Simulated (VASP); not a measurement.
# Ta3N (P-3m1) in VASP: settings compared

Aim: see how the results for Ta3N move with the level of theory and the settings. Levels: LDA, PBEsol. Tasks: single point, relaxation of cell and atoms.

All numbers are computed with VASP 6.6.1; they aren't measurements. Logs are shortened: lines on timing, memory, paths and dates and some standing lists are left out, and cuts for length are marked.

**1. The cell of the first run**

It takes space group P-3m1 (No. 164, trigonal). The conventional cell has a = 2.859 Å, b = 2.859 Å, c = 7.309 Å, α = 90.00°, β = 90.00°, γ = 120.00°. Within 2.8 Å of Ta (site symmetry 3m) lie 3 N at 2.10 Å. Ta (site symmetry -3m) has 12 Ta at 2.86 to 2.87 Å and 2 N at 3.65 Å within 3.8 Å. Within 2.8 Å of N (site symmetry -3m) lie 6 Ta at 2.10 Å.

**2. Single point, LDA**

INCAR

```
SYSTEM = Ta3N
  ALGO = Normal
  EDIFF = 1E-6
  ENCUT = 520
  GGA = CA
  ISIF = 2
  ISMEAR = -1
  LASPH = .TRUE.
  LCHARG = .FALSE.
  LREAL = .FALSE.
  LWAVE = .FALSE.
  NBANDS = 27
  NELM = 80
  PREC = Accurate
  SIGMA = 0.05
```

KPOINTS

```
k-points
0
G
  7 7 3
  0 0 0
```

POSCAR

```
Ta3N
1.0
    2.8592440168      0.0000000000      0.0000000000
   -1.4296220084      2.4761779542      0.0000000000
    0.0000000000      0.0000000000      7.3090829697
Ta N
3 1
Direct
    0.6666666667      0.3333333333      0.8217303442
    0.3333333333      0.6666666667      0.1782696558
    0.0000000000      0.0000000000      0.5000000000
    0.0000000000      0.0000000000      0.0000000000
```

Potentials or basis: VASP PAW LDA potentials, release 64 (Ta_pv, N).

Run with:

```sh
> cat potpaw_LDA.64/Ta_pv/POTCAR potpaw_LDA.64/N/POTCAR > POTCAR
> mpirun -np 1 vasp_std > vasp.out
```

OUTCAR:

```text
SYSTEM = Ta3N
   EDIFF = 1E-6
   ENCUT = 520
   GGA = CA
   ISIF = 2
   ISMEAR = -1
   LASPH = .TRUE.
   LREAL = .FALSE.
   NELM = 80
   PREC = Accurate

 ion  position               nearest neighbor table
   1  0.667  0.333  0.822-   4 2.10   4 2.10   4 2.10   3 2.87   3 2.87   3 2.87   2 3.08   2 3.08
                             2 3.08
   2  0.333  0.667  0.178-   4 2.10   4 2.10   4 2.10   3 2.87   3 2.87   3 2.87   1 3.08   1 3.08
                             1 3.08
   3  0.000  0.000  0.500-   1 2.87   2 2.87   1 2.87   2 2.87   1 2.87   2 2.87
   4  0.000  0.000  0.000-   1 2.10   2 2.10   1 2.10   2 2.10   1 2.10   2 2.10

  LATTYP: Found a hexagonal cell.
 ALAT       =     2.8592440168
 C/A-ratio  =     2.5562991220

  Lattice vectors:

 A1 = (   2.8592440168,   0.0000000000,   0.0000000000)
 A2 = (  -1.4296220084,   2.4761779542,   0.0000000000)
 A3 = (   0.0000000000,   0.0000000000,   7.3090829697)

Analysis of symmetry for initial positions (statically):
=====================================================================
 Subroutine PRICEL returns:
 Original cell was already a primitive cell.

 Routine SETGRP: Setting up the symmetry group for a
 hexagonal supercell.

 Subroutine GETGRP returns: Found 12 space group operations
 (whereof 12 operations were pure point group operations)
 out of a pool of 24 trial point group operations.

The static configuration has the point symmetry D_3d.

Analysis of symmetry for dynamics (positions and initial velocities):
=====================================================================
 Subroutine PRICEL returns:
 Original cell was already a primitive cell.

 Routine SETGRP: Setting up the symmetry group for a
 hexagonal supercell.

 Subroutine GETGRP returns: Found 12 space group operations
 (whereof 12 operations were pure point group operations)
 out of a pool of 24 trial point group operations.

The dynamic configuration has the point symmetry D_3d.

 Subroutine INISYM returns: Found 12 space group operations
 (whereof 12 operations are pure point group operations),
 and found     1 'primitive' translations

----------------------------------------------------------------------------------------

                                     Primitive cell

  volume of cell :      51.7483

  direct lattice vectors                    reciprocal lattice vectors
     2.859244017  0.000000000  0.000000000     0.349742797  0.201924098  0.000000000
    -1.429622008  2.476177954  0.000000000     0.000000000  0.403848196  0.000000000
     0.000000000  0.000000000  7.309082970     0.000000000  0.000000000  0.136816069

  length of vectors
     2.859244017  2.859244017  7.309082970     0.403848196  0.403848196  0.136816069

  position of ions in fractional coordinates (direct lattice)
     0.666666667  0.333333333  0.821730344
     0.333333333  0.666666667  0.178269656
     0.000000000  0.000000000  0.500000000
     0.000000000  0.000000000  0.000000000

  ion indices of the primitive-cell ions
   primitive index   ion index
                 1           1
                 2           2
                 3           3
                 4           4

----------------------------------------------------------------------------------------

 KPOINTS: k-points

Automatic generation of k-mesh.
 Grid dimensions read from file:
 generate k-points for:    7    7    3

 Generating k-lattice:

  Cartesian coordinates                     Fractional coordinates (reciprocal lattice)
     0.049963257  0.028846300  0.000000000     0.142857143  0.000000000  0.000000000
     0.000000000  0.057692599  0.000000000     0.000000000  0.142857143  0.000000000
     0.000000000  0.000000000  0.045605356     0.000000000  0.000000000  0.333333333

  Length of vectors
     0.057692599  0.057692599  0.045605356

  Shift w.r.t. Gamma in fractional coordinates (k-lattice)
     0.000000000  0.000000000  0.000000000

 Subroutine IBZKPT returns following result:
 ===========================================

 Found     20 irreducible k-points:

 Following reciprocal coordinates:
            Coordinates               Weight
  0.000000  0.000000  0.000000      1.000000
  0.142857  0.000000  0.000000      6.000000
  0.285714  0.000000  0.000000      6.000000
  0.428571  0.000000  0.000000      6.000000
  0.142857  0.142857  0.000000      6.000000
  0.285714  0.142857  0.000000     12.000000
[... 12 lines left out ...]
  0.428571  0.142857  0.333333     12.000000
  0.285714  0.285714  0.333333     12.000000
   k-points           NKPTS =     20   k-points in BZ     NKDIM =     20   number of bands    NBANDS=     27
   number of dos      NEDOS =    301   number of ions     NIONS =      4
   total plane-waves  NPLWV =  31104
   dimension x,y,z NGX =    24 NGY =   24 NGZ =   54
   dimension x,y,z NGXF=    48 NGYF=   48 NGZF=  108
   ions per type =               3   1
   NGX,Y,Z   is equivalent  to a cutoff of  13.95, 13.95, 12.28 a.u.
   NGXF,Y,Z  is equivalent  to a cutoff of  27.91, 27.91, 24.56 a.u.
 SYSTEM =  Ta3N
   PREC   = accura    normal or accurate (medium, high low for compatibility)
   ISTART =      0    job   : 0-new  1-cont  2-samecut
   ICHARG =      2    charge: 1-file 2-atom 10-const
   ISPIN  =      1    spin polarized calculation?
   LNONCOLLINEAR =      F non collinear calculations
   LSORBIT =      F    spin-orbit coupling
   LASPH  =      T    aspherical Exc in radial PAW
   ENCUT  =  520.0 eV  38.22 Ry    6.18 a.u.   5.32  5.32 13.59*2*pi/ulx,y,z
   NELM   =     80;   NELMIN=  2; NELMDL= -5     # of ELM steps
   EDIFF  = 0.1E-05   stopping-criterion for ELM
   LREAL  =      F    real-space projection
   EDIFFG = 0.1E-04   stopping-criterion for IOM
   NSW    =      0    number of steps for IOM
   IBRION =     -1    ionic relax: 0-MD 1-quasi-New 2-CG
   NFREE  =      0    steps in history (QN), initial steepest desc. (CG)
   ISIF   =      2    stress and relaxation
   ISYM   =      2    0-nonsym 1-usesym 2-fastsym
   POTIM  = 0.5000    time-step for ionic-motion
   TEBEG  =    0.0;   TEEND  =   0.0 temperature during run
   PSTRESS=    0.0 pullay stress
   NELECT =      38.0000    total number of electrons
   NUPDOWN=      -1.0000    fix difference up-down
   EMIN   =  10.00;   EMAX   =-10.00  energy-range for DOS
   EFERMI =   0.00;   METHOD = LEGACY
   ISMEAR =    -1;   SIGMA  =   0.05  broadening in eV -4-tet -1-fermi 0-gaus
   EFERMI_NEDOS =   21; number of points for ismear=-14 and -15
   IALGO  =     38    algorithm
   IMIX   =      4    mixing-type and parameters
     AMIX     =   0.40;   BMIX     =  1.00
     AMIX_MAG =   1.60;   BMIX_MAG =  1.00
  volume/ion in A,a.u.               =      12.94        87.30
  Fermi-wavevector in a.u.,A,eV,Ry     =   1.476967  2.791062 29.680166  2.181431
  Thomas-Fermi vector in A             =   2.591429
   LORBIT       =      0    0 simple, 1 ext, 2 COOP (PROOUT), +10 PAW based schemes
   GGA     = CA    functional components
   LHFCALC =     F    Hartree Fock is set to
   AEXX    =    0.0000 exact exchange contribution
   IVDW    =     0    specifies the selected vdW correction
   LEPSILON=     F    determine dielectric tensor
   LRPA    =     F    only Hartree local field effects (RPA)
 non-spin polarized calculation
  energy-cutoff  :      520.00
  volume of cell :       51.75
 maximum number of plane-waves:      1419
 NGX is ok and might be reduce to    24
   NGX = 11   NGY = 11   NGZ = 27

 number of electron      37.9999998 magnetization

 Free energy of the ion-electron system (eV)
  ---------------------------------------------------
  ext. energy  EPLUGINS =         0.00000000
  ---------------------------------------------------
  free energy    TOTEN  =       -49.34509948 eV

  energy without entropy =      -49.31096559  energy(sigma->0) =      -49.32803254

 E-fermi :   7.8852     XC(G=0): -13.6575

 val. band max:        7.8593371224   @ k =   0.2857   0.2857   0.0000
 cond. band min:       7.8939068357   @ k =   0.1429   0.1429   0.3333
 fundamental gap:      0.0345697133
 Fermi energy:         7.8852084503

 k-point     1 :       0.0000    0.0000    0.0000
  band No.  band energies     occupation
      1     -27.0563      2.00000
      2     -26.7244      2.00000
      3     -25.9572      2.00000
      4     -25.9572      2.00000
      5     -25.9302      2.00000
      6     -25.9302      2.00000
[... 19 lines left out ...]
     26      10.6365      0.00000
     27      12.5268      0.00000

 k-point     2 :       0.1429    0.0000    0.0000
  band No.  band energies     occupation
      1     -27.0051      2.00000
      2     -26.6792      2.00000
      3     -26.2250      2.00000
      4     -26.1758      2.00000
      5     -26.0335      2.00000
      6     -25.9717      2.00000
[... 19 lines left out ...]
     26      11.3535      0.00000
     27      12.8023      0.00000

 k-point     3 :       0.2857    0.0000    0.0000
  band No.  band energies     occupation
      1     -26.9908      2.00000
      2     -26.8572      2.00000
      3     -26.6405      2.00000
      4     -26.4570      2.00000
      5     -26.1840      2.00000
      6     -26.0808      2.00000
[... 19 lines left out ...]
     26      12.3711      0.00000
     27      13.2236      0.00000

 k-point     4 :       0.4286    0.0000    0.0000
  band No.  band energies     occupation
      1     -27.2980      2.00000
      2     -27.2194      2.00000
      3     -26.7570      2.00000
      4     -26.3630      2.00000
      5     -26.2974      2.00000
      6     -26.1708      2.00000
[... 19 lines left out ...]
     26      13.8815      0.00000
     27      13.9755      0.00000

 k-point     5 :       0.1429    0.1429    0.0000
  band No.  band energies     occupation
      1     -26.9544      2.00000
      2     -26.7154      2.00000
      3     -26.5232      2.00000
      4     -26.4463      2.00000
      5     -26.1608      2.00000
      6     -26.1200      2.00000
[... 19 lines left out ...]
     26      12.0793      0.00000
     27      13.1666      0.00000

 k-point     6 :       0.2857    0.1429    0.0000
  band No.  band energies     occupation
      1     -27.1161      2.00000
      2     -27.0411      2.00000
      3     -26.6908      2.00000
      4     -26.4188      2.00000
      5     -26.3686      2.00000
      6     -26.3010      2.00000
[... 324 lines left out ...]
      1     -27.1286      2.00000
      2     -26.9938      2.00000
      3     -26.6766      2.00000
      4     -26.5525      2.00000
      5     -26.3410      2.00000
      6     -26.2802      2.00000
[... 19 lines left out ...]
     26      13.5270      0.00000
     27      13.6734      0.00000

 k-point    18 :      -0.1429    0.4286    0.3333
  band No.  band energies     occupation
      1     -27.1419      2.00000
      2     -27.0052      2.00000
      3     -26.6947      2.00000
      4     -26.4675      2.00000
      5     -26.3655      2.00000
      6     -26.2662      2.00000
[... 19 lines left out ...]
     26      13.9538      0.00000
     27      14.3359      0.00000

 k-point    19 :       0.4286    0.1429    0.3333
  band No.  band energies     occupation
      1     -27.3101      2.00000
      2     -27.1547      2.00000
      3     -26.6660      2.00000
      4     -26.5175      2.00000
      5     -26.4357      2.00000
      6     -26.3332      2.00000
[... 19 lines left out ...]
     26      14.0868      0.00000
     27      14.5697      0.00000

 k-point    20 :       0.2857    0.2857    0.3333
  band No.  band energies     occupation
      1     -27.1376      2.00000
      2     -26.9997      2.00000
      3     -26.7626      2.00000
      4     -26.6886      2.00000
      5     -26.4997      2.00000
      6     -26.4209      2.00000
[... 19 lines left out ...]
     26      13.5467      0.00000
     27      14.0831      0.00000

------------------------ aborting loop because EDIFF is reached ----------------------------------------

  FORCE on cell =-STRESS in cart. coord.  units (eV):
  Direction    XX          YY          ZZ          XY          YZ          ZX
  --------------------------------------------------------------------------------------
  -------------------------------------------------------------------------------------
  Total       10.2361847     10.2361847     10.3103723     -0.0000000     -0.0000000      0.0000000
  in kB      316.9222502    316.9222502    319.2191704     -0.0000000     -0.0000000      0.0000000
  external PRESSURE =     317.6878903 kB  Pullay stress =       0.0000000 kB

 VOLUME and BASIS-vectors are now :
 -----------------------------------------------------------------------------
  energy-cutoff  :      520.00
  volume of cell :       51.75
      direct lattice vectors                 reciprocal lattice vectors
     2.859244017  0.000000000  0.000000000     0.349742797  0.201924098  0.000000000
    -1.429622008  2.476177954  0.000000000     0.000000000  0.403848196  0.000000000
     0.000000000  0.000000000  7.309082970     0.000000000  0.000000000  0.136816069

 POSITION                                       TOTAL-FORCE (eV/Angst)
 -----------------------------------------------------------------------------------
      1.42962      0.82539      6.00610         0.000000      0.000000     -0.072379
     -0.00000      1.65079      1.30299        -0.000000      0.000000      0.072379
      0.00000      0.00000      3.65454        -0.000000      0.000000      0.000000
      0.00000      0.00000      0.00000        -0.000000      0.000000      0.000000
 -----------------------------------------------------------------------------------
    total drift:                               -0.000000     -0.000000     -0.000000

  FREE ENERGIE OF THE ION-ELECTRON SYSTEM (eV)
  ---------------------------------------------------
  free  energy   TOTEN  =       -49.3450994837 eV

  energy  without entropy=      -49.3109655915  energy(sigma->0) =      -49.32803254
```

It took 11 s on 1 thread of Intel Xeon 6975P-C (Granite Rapids), shared host; peak memory 0.16 GiB.

Results:

- Free energy: -49.3451 eV
- Pressure: 31.8 GPa
- Largest force: 0.072 eV/Å
- Band gap on the k mesh: zero (band 19 reaches 8.51 eV, above the bottom of band 20 at 7.86 eV)

Forces in eV/Å, atoms in the order of the input:
```
Ta   0.000  0.000 -0.072
Ta   0.000  0.000  0.072
Ta   0.000  0.000  0.000
N    0.000  0.000  0.000
```

Levels at points of the mesh, in eV from the Fermi level:
| k point | band 17 | band 18 | band 19 | band 20 | band 21 | band 22 |
| --- | --- | --- | --- | --- | --- | --- |
| (0.00, 0.00, 0.00) | -0.65 | -0.52 | -0.52 | 0.29 | 0.29 | 0.76 |

Caveat: the k points lie up to 0.36 Å⁻¹ apart; spin-orbit coupling is left out, which moves the levels of the heavy elements.

**3. Relaxation of cell and atoms, LDA, target pressure 30 GPa, at which the enthalpy is minimised**

This run uses another cell than the first one, of 14.98 Å³/atom, 1.158 times its volume.

INCAR

```
SYSTEM = Ta3N
ALGO     = Normal         ! electronic algorithm
EDIFF    = 1E-7           ! SCF threshold, eV
EDIFFG   = -0.01          ! ionic threshold
ENCUT    = 600            ! plane-wave cutoff, eV
IBRION   = 2              ! ionic algorithm
ISIF     = 3              ! what is computed and relaxed
ISMEAR   = -1             ! smearing method
LASPH    = .True.         ! aspherical terms in the spheres
LCHARG   = .False.        ! write CHGCAR
LREAL    = .False.        ! projectors in reciprocal space
LWAVE    = .False.        ! write WAVECAR
NELM     = 80             ! most SCF steps
NSW      = 60             ! ionic steps
PREC     = Accurate       ! precision mode
PSTRESS  = 300.0        
SIGMA    = 0.05           ! smearing width, eV
```

KPOINTS

```
k-points
0
Gamma
  7 7 3
  0 0 0
```

POSCAR

```
Ta3N
1.0
    3.0322239879      0.0000000000      0.0000000000
   -1.5161119940      2.6259830035      0.0000000000
    0.0000000000      0.0000000000      7.5241370000
Ta N
3 1
Direct
    0.6666666667      0.3333333333      0.8260700000
    0.3333333333      0.6666666667      0.1739300000
    0.0000000000      0.0000000000      0.5000000000
    0.0000000000      0.0000000000      0.0000000000
```

Potentials or basis: VASP PAW LDA potentials, release 64 (Ta_pv, N).

Run with:

```sh
> cat potpaw_LDA.64/Ta_pv/POTCAR potpaw_LDA.64/N/POTCAR > POTCAR
> mpirun -np 1 vasp_std > vasp.out
```

Run time: 2.4 min. Hardware: 1 thread of Intel Xeon 6975P-C (Granite Rapids), shared host; peak memory 0.19 GiB.

It converged, with:

| Property | Result |
| --- | --- |
| Free energy | -49.3913 eV |
| Relaxed volume | 12.99 Å³/atom |
| Relaxed cell | a = 2.861 Å, b = 2.861 Å, c = 7.330 Å, α = 90.00°, β = 90.00°, γ = 120.00° |
| Space group after relaxing (to 0.05 Å) | P-3m1 (No. 164) |
| Energy change on relaxing (the enthalpy is what falls) | +85.4 meV/atom |
| Ionic steps | 20 |
| Pressure after relaxing | 30.0 GPa |
| Band gap on the k mesh | zero (band 19 reaches 8.44 eV, above the bottom of band 20 at 7.82 eV) |

Step by step:
```tsv
step	energy change (eV)	largest force (eV/Å)	pressure (GPa)	volume (Å³)
1	0.0000	0.6460	-12.28	59.91
2	25.8498	17.0717	522.44	31.76
3	0.0597	0.0997	18.22	53.86
4	0.1935	0.2942	25.05	52.87
5	0.3069	0.4330	29.94	52.21
6	0.2798	0.4015	28.82	52.36
7	0.2976	0.0590	28.89	52.23
8	0.2959	0.0288	28.87	52.24
9	0.4101	0.0962	33.40	51.64
10	0.3310	0.0099	30.32	52.04
11	0.3270	0.0458	30.16	52.06
12	0.3208	0.1435	29.91	52.09
13	0.3217	0.1281	29.85	52.08
14	0.3248	0.0696	29.65	52.05
15	0.3396	0.1907	29.12	51.99
16	0.3272	0.0119	29.52	52.04
17	0.3284	0.0132	29.47	52.03
18	0.3756	0.0126	31.18	51.78
19	0.3408	0.0127	29.93	51.96
20	0.3415	0.0005	29.99	51.96
```

Final structure:
```xyz
4
Lattice="2.8610 0.0000 0.0000 -1.4305 2.4777 0.0000 0.0000 0.0000 7.3298" Properties=species:S:1:pos:R:3 pbc="T T T"
Ta    1.4305    0.8259    6.0205
Ta    0.0000    1.6518    1.3093
Ta    0.0000    0.0000    3.6649
N     0.0000    0.0000    0.0000
```

Levels at points of the mesh, in eV from the Fermi level:
| k point | band 16 | band 17 | band 18 | band 19 | band 20 | band 21 | band 22 | band 23 |
| --- | --- | --- | --- | --- | --- | --- | --- | --- |
| (0.00, 0.00, 0.00) | -1.08 | -0.65 | -0.50 | -0.50 | 0.30 | 0.30 | 0.73 | 1.99 |

Caveat: the cell is relaxed towards a set pressure, so the enthalpy falls and the energy may rise; spin-orbit coupling is left out, which moves the levels of the heavy elements.

[end of part 1 of 2]
